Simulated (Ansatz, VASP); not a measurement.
# Te in VASP and in Ansatz

Contents of INCAR:

```
PREC = Accurate
ENCUT = 520
EDIFF = 1E-6
ISMEAR = -1
SIGMA = 0.1
LREAL = F
LASPH = T
NELM = 100
ALGO = Normal
ISIF = 2
LWAVE = F
LCHARG = F
GGA = RP
NBANDS = 9
```

File KPOINTS:

```
regular mesh
0
Gamma
  11 11 11
```

File POSCAR:

```
Te
1.0
    3.1418751209      0.0000000000      0.0000000000
    0.0000000000      3.1418751209      0.0000000000
    0.0000000000      0.0000000000      3.1418751209
Te
1
Direct
    0.0000000000      0.0000000000      0.0000000000
```

Input for Ansatz:

```yaml
crystal:
  lattice:
    - [3.1418751209, 0.0, 0.0]
    - [0.0, 3.1418751209, 0.0]
    - [0.0, 0.0, 3.1418751209]
  atoms:
    - { symbol: Te, position: [0.0, 0.0, 0.0] }
hamiltonian:
  xc: rpbe
  pseudopotentials:
    kind: paw
    azcp:
      Te: "pseudopotentials/Te.paw.azcp"
basis:
  ecutwfc: 420
  fft_grid_basis: typed
kpoints:
  mp_grid: { grid: [11, 11, 11], shift: [0, 0, 0] }
magnetization:
  spin_polarized: false
scf:
  occupations: { method: fermi_dirac, width: 0.1 }
  lower_state_search: "off"
output:
  stress: true
  write_density: true
  write_potential: true
  elf: true
  volumetric_format: npy
```

Alike in both runs: task single point; functional RPBE; k mesh 11 × 11 × 11; occupations fermi-dirac, width 0.1 eV; no spin polarisation.

|  | VASP | Ansatz |
| --- | --- | --- |
| version | VASP 6.6.1 | Ansatz 0.2.0 |
| potentials or method | VASP PAW PBE potentials, release 64 (Te), cutoff 520 eV | plane waves (420 eV) with PAW, scalar-relativistic |
| valence electrons in the cell | 6 | 16 |

VASP gave:

| Quantity | Value |
| --- | --- |
| pressure (GPa) | 4.5 |

**Question.** Estimate Ansatz's values.

**Answer.** Pressure (GPa): 4.6.

VASP's potentials were made for PBE, not for RPBE. With one functional, cell and mesh, what is left measures potentials, basis and numerics. VASP's potentials hold 6 valence electrons a cell and Ansatz's 16, so a difference there can come from the potentials and not from the codes.

Spin-orbit coupling is off throughout.
